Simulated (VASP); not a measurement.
# KZn2RuF6 (a cell with a defect) in VASP: a series of runs

The runs below take KZn2RuF6 (a cell with a defect) through single point, with PBE+U.

Program: VASP 6.6.1. These are calculated values, not measurements. Logs are shortened: lines on timing, memory, paths and dates and some standing lists are left out, and cuts for length are marked.

**1. The cell of the first run**

The cell holds a defect, 10 atoms: a = 8.100 Å, b = 4.050 Å, c = 4.050 Å, α = 90.00°, β = 90.00°, γ = 90.00°.

**2. Single point, PBE+U, collinear spin, ferromagnetic start**

Contents of INCAR:

```
SYSTEM = KZn2RuF6
ALGO = Normal
EDIFF = 1E-7
ENCUT = 520
GGA = PE
ISIF = 2
ISMEAR = 0
ISPIN = 2
LASPH = .True.
LCHARG = .True.
LDAU = .True.
LDAUJ = 0 0 0 0
LDAUL = -1 2 -1 -1
LDAUPRINT = 1
LDAUTYPE = 2
LDAUU = 0 1 0 0
LELF = .True.
LMAXMIX = 4
LORBIT = 11
LREAL = .False.
LVHAR = .True.
LWAVE = .False.
MAGMOM = 0 2 0 0 0 0 0 0 0 0
NBANDS = 60
NELM = 150
PREC = Accurate
SIGMA = 0.02
```

Contents of KPOINTS:

```
k-points
0
Gamma
  2 3 3
  0 0 0
```

Contents of POSCAR:

```
KZn2RuF6
1.0
    8.1000000000      0.0000000000      0.0000000000
    0.0000000000      4.0500000000      0.0000000000
    0.0000000000      0.0000000000      4.0500000000
K Ru Zn F
1 1 2 6
Direct
    0.9964213300      0.0075355700      0.9910138300
    0.4996930800      0.0026893300      0.9916756800
    0.2432417000      0.4997830100      0.4954644000
    0.7484106600      0.4976856300      0.4767793800
    0.2467722900      0.4963020400      0.9916390500
    0.7602143400      0.4874099600      0.9947279800
    0.0086600900      0.5034669700      0.5252506200
    0.4989180600      0.5102391700      0.4885591700
    0.2415944100      0.9912689100      0.4845632100
    0.7543169400      0.0028906300      0.4892315000
```

Potentials or basis: VASP PAW PBE potentials, release 64 (K_sv, Ru_pv, Zn, F).

Command:

```sh
$ cat potpaw_PBE.64/K_sv/POTCAR potpaw_PBE.64/Ru_pv/POTCAR potpaw_PBE.64/Zn/POTCAR potpaw_PBE.64/F/POTCAR > POTCAR
$ mpirun -np 1 vasp_std > vasp.out
```

OUTCAR:

```text
SYSTEM = KZn2RuF6
   EDIFF = 1E-7
   ENCUT = 520
   GGA = PE
   ISIF = 2
   ISMEAR = 0
   ISPIN = 2
   LASPH = .True.
   LORBIT = 11
   LREAL = .False.
   NELM = 150
   PREC = Accurate

 ion  position               nearest neighbor table
   1  0.996  0.008  0.991-   6 2.73   7 2.76   7 2.78  10 2.81   9 2.82  10 2.82   5 2.83   6 2.85
                             9 2.86
   2  0.500  0.003  0.992-
   3  0.243  0.500  0.495-   7 1.90   9 1.99   5 2.01   5 2.04   9 2.06   8 2.07
   4  0.748  0.498  0.477-   6 1.96  10 2.01   8 2.02  10 2.05   6 2.10   7 2.12
   5  0.247  0.496  0.992-   3 2.01   3 2.04   1 2.83
   6  0.760  0.487  0.995-   4 1.96   4 2.10   1 2.73   1 2.85
   7  0.009  0.503  0.525-   3 1.90   4 2.12   1 2.76   1 2.78
   8  0.499  0.510  0.489-   4 2.02   3 2.07
   9  0.242  0.991  0.485-   3 1.99   3 2.06   1 2.82   1 2.86
  10  0.754  0.003  0.489-   4 2.01   4 2.05   1 2.81   1 2.82

  LATTYP: Found a simple tetragonal cell.
 ALAT       =     4.0500000000
 C/A-ratio  =     2.0000000000

  Lattice vectors:

 A1 = (   0.0000000000,   4.0500000000,   0.0000000000)
 A2 = (   0.0000000000,   0.0000000000,   4.0500000000)
 A3 = (   8.1000000000,   0.0000000000,   0.0000000000)

Analysis of symmetry for initial positions (statically):
=====================================================================
 Subroutine PRICEL returns:
 Original cell was already a primitive cell.

 Routine SETGRP: Setting up the symmetry group for a
 simple tetragonal supercell.

 Subroutine GETGRP returns: Found  1 space group operations
 (whereof  1 operations were pure point group operations)
 out of a pool of 16 trial point group operations.

The static configuration has the point symmetry C_1 .

Analysis of symmetry for dynamics (positions and initial velocities):
=====================================================================
 Subroutine PRICEL returns:
 Original cell was already a primitive cell.

 Routine SETGRP: Setting up the symmetry group for a
 simple tetragonal supercell.

 Subroutine GETGRP returns: Found  1 space group operations
 (whereof  1 operations were pure point group operations)
 out of a pool of 16 trial point group operations.

The dynamic configuration has the point symmetry C_1 .

Analysis of structural, dynamic, and magnetic symmetry:
=====================================================================
 Subroutine PRICEL returns:
 Original cell was already a primitive cell.

 Routine SETGRP: Setting up the symmetry group for a
 simple tetragonal supercell.

 Subroutine GETGRP returns: Found  1 space group operations
[... 192 lines left out ...]
 cond. band min:       2.9025244225   @ k =   0.0000   0.0000   0.0000
 fundamental gap:      0.1108766276
 Fermi energy:         2.8063770282

 spin component 1

 k-point     1 :       0.0000    0.0000    0.0000
  band No.  band energies     occupation
      1     -40.0268      1.00000
      2     -40.0222      1.00000
      3     -39.9677      1.00000
      4     -26.8861      1.00000
      5     -21.7370      1.00000
      6     -21.4634      1.00000
[... 579 lines left out ...]
     55      10.8041      0.00000
     56      10.9284      0.00000
 Fermi energy:         2.8063770282

 spin component 2

 k-point     1 :       0.0000    0.0000    0.0000
  band No.  band energies     occupation
      1     -37.8808      1.00000
      2     -37.8804      1.00000
      3     -37.8610      1.00000
      4     -26.8852      1.00000
      5     -21.7120      1.00000
      6     -21.4391      1.00000
[... 579 lines left out ...]
     55      10.8974      0.00000
     56      11.0858      0.00000
 [bands above 56 left out]

------------------------ aborting loop because EDIFF is reached ----------------------------------------

  FORCE on cell =-STRESS in cart. coord.  units (eV):
  Direction    XX          YY          ZZ          XY          YZ          ZX
  --------------------------------------------------------------------------------------
  -------------------------------------------------------------------------------------
  Total        3.9368909      3.1895314      3.3260998     -0.0669652     -0.0354543     -0.1844216
  in kB       47.4754284     38.4629336     40.1098275     -0.8075408     -0.4275473     -2.2239620
  external PRESSURE =      42.0160632 kB  Pullay stress =       0.0000000 kB

 VOLUME and BASIS-vectors are now :
 -----------------------------------------------------------------------------
  energy-cutoff  :      520.00
  volume of cell :      132.86
      direct lattice vectors                 reciprocal lattice vectors
     8.100000000  0.000000000  0.000000000     0.123456790  0.000000000  0.000000000
     0.000000000  4.050000000  0.000000000     0.000000000  0.246913580  0.000000000
     0.000000000  0.000000000  4.050000000     0.000000000  0.000000000  0.246913580

 POSITION                                       TOTAL-FORCE (eV/Angst)
 -----------------------------------------------------------------------------------
      8.07101      0.03052      4.01361         0.147141     -0.096069      0.022299
      4.04751      0.01089      4.01629        -0.153160     -0.013620     -0.011187
      1.97026      2.02412      2.00663         0.975189     -0.272936     -0.197177
      6.06213      2.01563      1.93096         0.201814      0.206736      0.641712
      1.99886      2.01002      4.01614         0.281652     -0.046303      0.230457
      6.15774      1.97401      4.02865        -0.175437      0.091413     -0.537703
      0.07015      2.03904      2.12727        -1.436638     -0.035273     -0.227248
      4.04124      2.06647      1.97866        -0.012783     -0.030346      0.039812
      1.95691      4.01464      1.96248         0.286696      0.452544     -0.006809
      6.10997      0.01171      1.98139        -0.114474     -0.256146      0.045845
 -----------------------------------------------------------------------------------
    total drift:                               -0.000911      0.001413      0.002214

  FREE ENERGIE OF THE ION-ELECTRON SYSTEM (eV)
  ---------------------------------------------------
  free  energy   TOTEN  =       -40.1369659837 eV

  energy  without entropy=      -40.1356796136  energy(sigma->0) =      -40.13632280

 total charge

# of ion       s       p       d       tot
------------------------------------------
    1        1.956   5.593   0.026   7.574
    2        0.065   5.998   6.124  12.186
    3        0.353   0.392   9.966  10.711
    4        0.342   0.362   9.946  10.650
    5        1.737   4.351   0.000   6.088
    6        1.737   4.352   0.000   6.089
    7        1.735   4.376   0.000   6.111
    8        1.740   4.326   0.000   6.066
    9        1.737   4.352   0.000   6.089
   10        1.737   4.349   0.000   6.086
--------------------------------------------------
tot         13.138  38.452  26.062  77.651

 magnetization (x)

# of ion       s       p       d       tot
------------------------------------------
    1        0.001   0.000   0.000   0.001
    2        0.017   0.009   2.717   2.743
    3        0.003  -0.000   0.001   0.004
    4        0.004  -0.000   0.001   0.005
    5        0.002   0.012   0.000   0.013
    6        0.002   0.010   0.000   0.012
    7        0.000   0.000   0.000   0.001
    8        0.003   0.019   0.000   0.023
    9        0.002   0.011   0.000   0.013
   10        0.002   0.011   0.000   0.013
--------------------------------------------------
tot          0.037   0.072   2.719   2.827
```

It took 4.5 min on 1 thread of Intel Xeon Platinum 8559C (Emerald Rapids), shared host; peak memory 0.33 GiB.

What came out:

- Free energy: -40.1370 eV
- Pressure: 4.2 GPa
- Largest force: 1.455 eV/Å
- Net moment: 3.11 μB per cell
- Site moments: K +0.00; Ru +2.74; Zn +0.00, +0.01; F +0.01, +0.00, +0.02 (each value once) μB
- Valence electrons inside the program's atomic spheres: K 7.57; Ru 12.19; Zn 10.71, 10.65; F 6.09, 6.11, 6.07 (each value once)

Forces on the atoms (eV/Å):
```
K    0.147 -0.096  0.022
Ru  -0.153 -0.014 -0.011
Zn   0.975 -0.273 -0.197
Zn   0.202  0.207  0.642
F    0.282 -0.046  0.230
F   -0.175  0.091 -0.538
F   -1.437 -0.035 -0.227
F   -0.013 -0.030  0.040
F    0.287  0.453 -0.007
F   -0.114 -0.256  0.046
```

Levels at points of the mesh, in eV from the Fermi level:
Spin up:
```csv
k point,band 42,band 43,band 44,band 45,band 46,band 47,band 48,band 49,band 50,band 51
"(0.00, 0.00, 0.00)",-2.18,-1.96,-1.96,-1.68,-1.66,-0.37,2.92,3.42,6.18,6.61
"(0.50, 0.00, 0.00)",-2.18,-1.95,-1.95,-1.66,-1.65,0.15,1.89,4.08,5.75,6.61
```
Spin down:
```csv
k point,band 40,band 41,band 42,band 43,band 44,band 45,band 46,band 47
"(0.00, 0.00, 0.00)",-4.41,-4.28,-0.60,-0.58,0.10,1.35,1.50,1.50
"(0.50, 0.00, 0.00)",-4.43,-4.34,-0.59,-0.57,0.73,1.35,1.51,1.51
```

Eigenvalues of the final occupation matrices:
```
    site  spin  trace               eigenvalues
site 2 d     1   4.45  0.88 0.88 0.89 0.89 0.90
site 2 d     2   1.71  0.01 0.01 0.02 0.81 0.86
```

Caveat: the k points lie up to 0.52 Å⁻¹ apart. The state reached can hang on the start; a lower one may exist.

(Part 1 of 2 ends here.)
